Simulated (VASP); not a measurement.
# Cu12O in VASP: a series of runs

Cu12O is run at these levels: PBE; tasks: single point.

Everything below comes from runs of VASP 6.6.1. Logs are shortened: lines on timing, memory, paths and dates and some standing lists are left out, and cuts for length are marked.

## Step 1: The cell of the first run

The cell holds a slab with vacuum, 13 atoms: a = 5.132 Å, b = 5.132 Å, c = 19.622 Å, α = 90.00°, β = 90.00°, γ = 120.00°.

## Step 2: Single point, PBE

Contents of INCAR:

```
SYSTEM = Cu12O
  PREC = Accurate
  ENCUT = 520
  EDIFF = 1E-6
  ISMEAR = 0
  SIGMA = 0.1
  LREAL = .FALSE.
  LASPH = .TRUE.
  NELM = 80
  ALGO = Normal
  ISIF = 2
  LWAVE = .FALSE.
  LCHARG = .FALSE.
  LDIPOL = .TRUE.
  IDIPOL = 3
  DIPOL = 0.5 0.5 0.323
  GGA = PE
  NBANDS = 81
```

Contents of KPOINTS:

```
Automatic mesh
0
G
  6 6 1
  0 0 0
```

Contents of POSCAR:

```
Cu12O
1.0
    5.1319544695      0.0000000000      0.0000000000
   -2.5659772347      4.4444029416      0.0000000000
    0.0000000000      0.0000000000     19.6215699228
Cu O
12 1
Direct
    0.3333333333      0.1666666667      0.2038572864
    0.3333333333      0.6666666667      0.2038572864
    0.8333333333      0.1666666667      0.2038572864
    0.8333333333      0.6666666667      0.2038572864
    0.1666666667      0.3333333333      0.3088787979
    0.1666666667      0.8333333333      0.3088787979
    0.6666666667      0.3333333333      0.3088787979
    0.6666666667      0.8333333333      0.3088787979
    0.0000000000      0.0000000000      0.4139103015
    0.0000000000      0.5000000000      0.4139103015
    0.5000000000      0.0000000000      0.4139103015
    0.5000000000      0.5000000000      0.4139103015
    0.0000000000      0.1666666667      0.4897023782
```

Potentials or basis: VASP PAW PBE potentials, release 64 (Cu, O).

Command:

```console
$ cat potpaw_PBE.64/Cu/POTCAR potpaw_PBE.64/O/POTCAR > POTCAR
$ mpirun -np 1 vasp_std > vasp.out
```

OUTCAR:

```text
SYSTEM = Cu12O
   PREC = Accurate
   ENCUT = 520
   EDIFF = 1E-6
   ISMEAR = 0
   LREAL = .FALSE.
   LASPH = .TRUE.
   NELM = 80
   ISIF = 2
   GGA = PE

 ion  position               nearest neighbor table
   1  0.333  0.167  0.204-   5 2.54   6 2.54   7 2.54   2 2.57   2 2.57   4 2.57   4 2.57   3 2.57
                             3 2.57
   2  0.333  0.667  0.204-   6 2.54   5 2.54   8 2.54   1 2.57   1 2.57   3 2.57   3 2.57   4 2.57
                             4 2.57
   3  0.833  0.167  0.204-   7 2.54   8 2.54   5 2.54   4 2.57   4 2.57   2 2.57   2 2.57   1 2.57
                             1 2.57
   4  0.833  0.667  0.204-   8 2.54   7 2.54   6 2.54   3 2.57   3 2.57   1 2.57   1 2.57   2 2.57
                             2 2.57
   5  0.167  0.333  0.309-   1 2.54   2 2.54   3 2.54   9 2.54  12 2.54  10 2.54   6 2.57   6 2.57
                             8 2.57   8 2.57   7 2.57   7 2.57
   6  0.167  0.833  0.309-   2 2.54   1 2.54   4 2.54  10 2.54  11 2.54   9 2.54   5 2.57   5 2.57
                             7 2.57   7 2.57   8 2.57   8 2.57
   7  0.667  0.333  0.309-   3 2.54   4 2.54   1 2.54  11 2.54  10 2.54  12 2.54   8 2.57   8 2.57
                             6 2.57   6 2.57   5 2.57   5 2.57
   8  0.667  0.833  0.309-   4 2.54   3 2.54   2 2.54  12 2.54   9 2.54  11 2.54   7 2.57   7 2.57
                             5 2.57   5 2.57   6 2.57   6 2.57
   9  0.000  0.000  0.414-  13 1.72   5 2.54   8 2.54   6 2.54  10 2.57  10 2.57  12 2.57  12 2.57
                            11 2.57  11 2.57
  10  0.000  0.500  0.414-  13 2.27   6 2.54   7 2.54   5 2.54   9 2.57   9 2.57  11 2.57  11 2.57
                            12 2.57  12 2.57
  11  0.500  0.000  0.414-   7 2.54   6 2.54   8 2.54  12 2.57  12 2.57  10 2.57  10 2.57   9 2.57
                             9 2.57
  12  0.500  0.500  0.414-   8 2.54   5 2.54   7 2.54  11 2.57  11 2.57   9 2.57   9 2.57  10 2.57
                            10 2.57
  13  0.000  0.167  0.490-   9 1.72  10 2.27

  LATTYP: Found a hexagonal cell.
 ALAT       =     5.1319544695
 C/A-ratio  =     3.8234107569

  Lattice vectors:

 A1 = (   5.1319544695,   0.0000000000,   0.0000000000)
 A2 = (  -2.5659772347,   4.4444029416,   0.0000000000)
 A3 = (   0.0000000000,   0.0000000000,  19.6215699228)

Analysis of symmetry for initial positions (statically):
=====================================================================
 Subroutine PRICEL returns:
 Original cell was already a primitive cell.

 Routine SETGRP: Setting up the symmetry group for a
 hexagonal supercell.

 Subroutine GETGRP returns: Found  1 space group operations
 (whereof  1 operations were pure point group operations)
 out of a pool of 24 trial point group operations.

The static configuration has the point symmetry C_1 .

Analysis of symmetry for dynamics (positions and initial velocities):
=====================================================================
 Subroutine PRICEL returns:
 Original cell was already a primitive cell.

 Routine SETGRP: Setting up the symmetry group for a
 hexagonal supercell.

 Subroutine GETGRP returns: Found  1 space group operations
 (whereof  1 operations were pure point group operations)
 out of a pool of 24 trial point group operations.

The dynamic configuration has the point symmetry C_1 .

 Subroutine INISYM returns: Found  1 space group operations
 (whereof  1 operations are pure point group operations),
 and found     1 'primitive' translations

----------------------------------------------------------------------------------------

                                     Primitive cell

  volume of cell :     447.5381

  direct lattice vectors                    reciprocal lattice vectors
     5.131954470  0.000000000  0.000000000     0.194857535  0.112501051  0.000000000
    -2.565977235  4.444402942  0.000000000     0.000000000  0.225002101  0.000000000
     0.000000000  0.000000000 19.621569923     0.000000000  0.000000000  0.050964322

  length of vectors
     5.131954470  5.131954469 19.621569923     0.225002101  0.225002101  0.050964322

  position of ions in fractional coordinates (direct lattice)
     0.333333333  0.166666667  0.203857286
     0.333333333  0.666666667  0.203857286
     0.833333333  0.166666667  0.203857286
     0.833333333  0.666666667  0.203857286
     0.166666667  0.333333333  0.308878798
     0.166666667  0.833333333  0.308878798
     0.666666667  0.333333333  0.308878798
     0.666666667  0.833333333  0.308878798
     0.000000000  0.000000000  0.413910302
     0.000000000  0.500000000  0.413910302
     0.500000000  0.000000000  0.413910302
     0.500000000  0.500000000  0.413910302
     0.000000000  0.166666667  0.489702378

  ion indices of the primitive-cell ions
   primitive index   ion index
                 1           1
                 2           2
                 3           3
                 4           4
                 5           5
                 6           6
                 7           7
                 8           8
                 9           9
                10          10
                11          11
                12          12
                13          13

----------------------------------------------------------------------------------------

 KPOINTS: Automatic mesh

Automatic generation of k-mesh.
 Grid dimensions read from file:
 generate k-points for:    6    6    1

 Generating k-lattice:

  Cartesian coordinates                     Fractional coordinates (reciprocal lattice)
     0.032476256  0.018750175  0.000000000     0.166666667  0.000000000  0.000000000
     0.000000000  0.037500350  0.000000000     0.000000000  0.166666667  0.000000000
     0.000000000  0.000000000  0.050964322     0.000000000  0.000000000  1.000000000

  Length of vectors
     0.037500350  0.037500350  0.050964322

  Shift w.r.t. Gamma in fractional coordinates (k-lattice)
     0.000000000  0.000000000  0.000000000

 Subroutine IBZKPT returns following result:
 ===========================================

 Found     20 irreducible k-points:

 Following reciprocal coordinates:
            Coordinates               Weight
  0.000000  0.000000  0.000000      1.000000
  0.166667  0.000000  0.000000      2.000000
  0.000000  0.166667  0.000000      2.000000
 -0.166667  0.166667  0.000000      2.000000
  0.333333  0.000000  0.000000      2.000000
  0.000000  0.333333  0.000000      2.000000
[... 12 lines left out ...]
  0.500000 -0.166667  0.000000      2.000000
  0.333333  0.333333  0.000000      2.000000
   k-points           NKPTS =     20   k-points in BZ     NKDIM =     20   number of bands    NBANDS=     81
   number of dos      NEDOS =    301   number of ions     NIONS =     13
   total plane-waves  NPLWV = 240000
   dimension x,y,z NGX =    40 NGY =   40 NGZ =  150
   dimension x,y,z NGXF=    80 NGYF=   80 NGZF=  300
   ions per type =              12   1
   NGX,Y,Z   is equivalent  to a cutoff of  12.96, 12.96, 12.71 a.u.
   NGXF,Y,Z  is equivalent  to a cutoff of  25.92, 25.92, 25.42 a.u.
 SYSTEM =  Cu12O
   PREC   = accura    normal or accurate (medium, high low for compatibility)
   ISTART =      0    job   : 0-new  1-cont  2-samecut
   ICHARG =      2    charge: 1-file 2-atom 10-const
   ISPIN  =      1    spin polarized calculation?
   LNONCOLLINEAR =      F non collinear calculations
   LSORBIT =      F    spin-orbit coupling
   LASPH  =      T    aspherical Exc in radial PAW
   ENCUT  =  520.0 eV  38.22 Ry    6.18 a.u.   9.54  9.54 36.48*2*pi/ulx,y,z
   NELM   =     80;   NELMIN=  2; NELMDL= -5     # of ELM steps
   EDIFF  = 0.1E-05   stopping-criterion for ELM
   LREAL  =      F    real-space projection
   EDIFFG = 0.1E-04   stopping-criterion for IOM
   NSW    =      0    number of steps for IOM
   IBRION =     -1    ionic relax: 0-MD 1-quasi-New 2-CG
   NFREE  =      0    steps in history (QN), initial steepest desc. (CG)
   ISIF   =      2    stress and relaxation
   ISYM   =      2    0-nonsym 1-usesym 2-fastsym
   POTIM  = 0.5000    time-step for ionic-motion
   TEBEG  =    0.0;   TEEND  =   0.0 temperature during run
   PSTRESS=    0.0 pullay stress
   NELECT =     138.0000    total number of electrons
   NUPDOWN=      -1.0000    fix difference up-down
   EMIN   =  10.00;   EMAX   =-10.00  energy-range for DOS
   EFERMI =   0.00;   METHOD = LEGACY
   ISMEAR =     0;   SIGMA  =   0.10  broadening in eV -4-tet -1-fermi 0-gaus
   EFERMI_NEDOS =   21; number of points for ismear=-14 and -15
   IALGO  =     38    algorithm
   IMIX   =      4    mixing-type and parameters
     AMIX     =   0.40;   BMIX     =  1.00
     AMIX_MAG =   1.60;   BMIX_MAG =  1.00
  volume/ion in A,a.u.               =      34.43       232.32
  Fermi-wavevector in a.u.,A,eV,Ry     =   1.106007  2.090050 16.643346  1.223251
  Thomas-Fermi vector in A             =   2.242502
   LORBIT       =      0    0 simple, 1 ext, 2 COOP (PROOUT), +10 PAW based schemes
   GGA     = PE    functional components
   LHFCALC =     F    Hartree Fock is set to
   AEXX    =    0.0000 exact exchange contribution
   IVDW    =     0    specifies the selected vdW correction
   LEPSILON=     F    determine dielectric tensor
   LRPA    =     F    only Hartree local field effects (RPA)
 non-spin polarized calculation
 Gauss-broadening in eV      SIGMA  =   0.10
  energy-cutoff  :      520.00
  volume of cell :      447.54
 maximum number of plane-waves:     12109
 NGX is ok and might be reduce to    40
   NGX = 19   NGY = 19   NGZ = 73

 dipolmoment           0.000000      0.000000     -0.423368 electrons x Angstroem

 number of electron     138.0000027 magnetization

 dipolmoment           0.000000      0.000000      0.219901 electrons x Angstroem

 Free energy of the ion-electron system (eV)
  ---------------------------------------------------
  ext. energy  EPLUGINS =         0.00000000
  ---------------------------------------------------
  free energy    TOTEN  =       -46.33981856 eV

  energy without entropy =      -46.29498635  energy(sigma->0) =      -46.31740246

 E-fermi :  -1.2234     XC(G=0):  -5.1292

 val. band max:       -1.2377272068   @ k =  -0.1667   0.3333   0.0000
 cond. band min:      -1.2150243716   @ k =   0.0000   0.1667   0.0000
 fundamental gap:      0.0227028352
 Fermi energy:        -1.2233606519

 k-point     1 :       0.0000    0.0000    0.0000
  band No.  band energies     occupation
      1     -18.4446      2.00000
      2      -9.8258      2.00000
      3      -7.7843      2.00000
      4      -6.4007      2.00000
      5      -6.0636      2.00000
      6      -6.0305      2.00000
[... 73 lines left out ...]
     80       3.3640      0.00000
     81       3.4834      0.00000

 k-point     2 :       0.1667    0.0000    0.0000
  band No.  band energies     occupation
      1     -18.4426      2.00000
      2      -9.6107      2.00000
      3      -7.5948      2.00000
      4      -6.2664      2.00000
      5      -6.2085      2.00000
      6      -6.0079      2.00000
[... 73 lines left out ...]
     80       3.6656      0.00000
     81       3.9028      0.00000
[... 1426 lines left out ...]
     80       4.6231      0.00000
     81       4.9182      0.00000

 k-point    20 :       0.3333    0.3333    0.0000
  band No.  band energies     occupation
      1     -18.4353      2.00000
      2      -7.5010      2.00000
      3      -7.4795      2.00000
      4      -7.4755      2.00000
      5      -6.0825      2.00000
      6      -6.0331      2.00000
[... 73 lines left out ...]
     80       4.1149      0.00000
     81       4.9265      0.00000

------------------------ aborting loop because EDIFF is reached ----------------------------------------

 vacuum level on the upper side and lower side of the slab       (xc-potential included)         0.679        -1.027

  FORCE on cell =-STRESS in cart. coord.  units (eV):
  Direction    XX          YY          ZZ          XY          YZ          ZX
  --------------------------------------------------------------------------------------
  -------------------------------------------------------------------------------------
  Total       -3.0703852     -2.0053862      1.4143212     -0.9216920      2.4839475     -1.4656645
  in kB      -10.9919177     -7.1792427      5.0632417     -3.2996388      8.8924826     -5.2470497
  external PRESSURE =      -4.3693063 kB  Pullay stress =       0.0000000 kB

 VOLUME and BASIS-vectors are now :
 -----------------------------------------------------------------------------
  energy-cutoff  :      520.00
  volume of cell :      447.54
      direct lattice vectors                 reciprocal lattice vectors
     5.131954470  0.000000000  0.000000000     0.194857535  0.112501051  0.000000000
    -2.565977235  4.444402942  0.000000000     0.000000000  0.225002101  0.000000000
     0.000000000  0.000000000 19.621569923     0.000000000  0.000000000  0.050964322

 POSITION                                       TOTAL-FORCE (eV/Angst)
 -----------------------------------------------------------------------------------
      1.28299      0.74073      4.00000         0.008338      0.023474     -0.081089
     -0.00000      2.96294      4.00000         0.021719     -0.002768     -0.109176
      3.84897      0.74073      4.00000        -0.006333     -0.007117     -0.018195
      2.56598      2.96294      4.00000        -0.018259     -0.009706     -0.167067
      0.00000      1.48147      6.06069         0.026421      0.037802     -0.112582
     -1.28299      3.70367      6.06069        -0.040849     -0.048253      0.184684
      2.56598      1.48147      6.06069        -0.023607      0.042916      0.042131
      1.28299      3.70367      6.06069         0.017018     -0.055634      0.025048
      0.00000      0.00000      8.12157         0.773934     -1.240024     -1.001579
     -1.28299      2.22220      8.12157         0.241059     -0.300748      0.750413
      2.56598      0.00000      8.12157         0.124727      0.003590      0.188427
      1.28299      2.22220      8.12157        -0.124367     -0.093081      0.126145
     -0.42766      0.74073      9.60873        -0.999802      1.649549      0.172840
 -----------------------------------------------------------------------------------
    total drift:                               -0.000091      0.000082     -0.007079

  FREE ENERGIE OF THE ION-ELECTRON SYSTEM (eV)
  ---------------------------------------------------
  free  energy   TOTEN  =       -46.3398185562 eV

  energy  without entropy=      -46.2949863549  energy(sigma->0) =      -46.31740246

 vacuum level on the upper side and lower side of the slab         5.123         3.373
```

Run time: 20 min. Hardware: 1 thread of Intel Xeon 6975P-C (Granite Rapids), shared host; peak memory 0.84 GiB.

Results:

```yaml
Free_energy: -46.3398 eV
Largest_force: 1.937 eV/Å
Band_gap_on_the_k_mesh: zero (bands 69 and 70 overlap by 0.30 eV)
```

Forces on the atoms (eV/Å):
```
Cu   0.008  0.023 -0.081
Cu   0.022 -0.003 -0.109
Cu  -0.006 -0.007 -0.018
Cu  -0.018 -0.010 -0.167
Cu   0.026  0.038 -0.113
Cu  -0.041 -0.048  0.185
Cu  -0.024  0.043  0.042
Cu   0.017 -0.056  0.025
Cu   0.774 -1.240 -1.002
Cu   0.241 -0.301  0.750
Cu   0.125  0.004  0.188
Cu  -0.124 -0.093  0.126
O   -1.000  1.650  0.173
```

Levels at points of the mesh, in eV from the Fermi level:
```
           k point  band 67  band 68  band 69  band 70  band 71  band 72
(0.00, 0.00, 0.00)    -0.56     0.05     0.20     0.28     0.76     1.13
(0.50, 0.00, 0.00)    -0.68    -0.63    -0.05     0.07     0.83     0.87
(0.00, 0.50, 0.00)    -0.90    -0.41    -0.03     0.06     0.81     1.03
(0.50, 0.50, 0.00)    -0.90    -0.41    -0.02     0.06     0.83     1.03
```

With open d or f shells a metallic result of PBE can be an artefact of self-interaction; +U or a hybrid may open a gap.

[end of part 1 of 2]
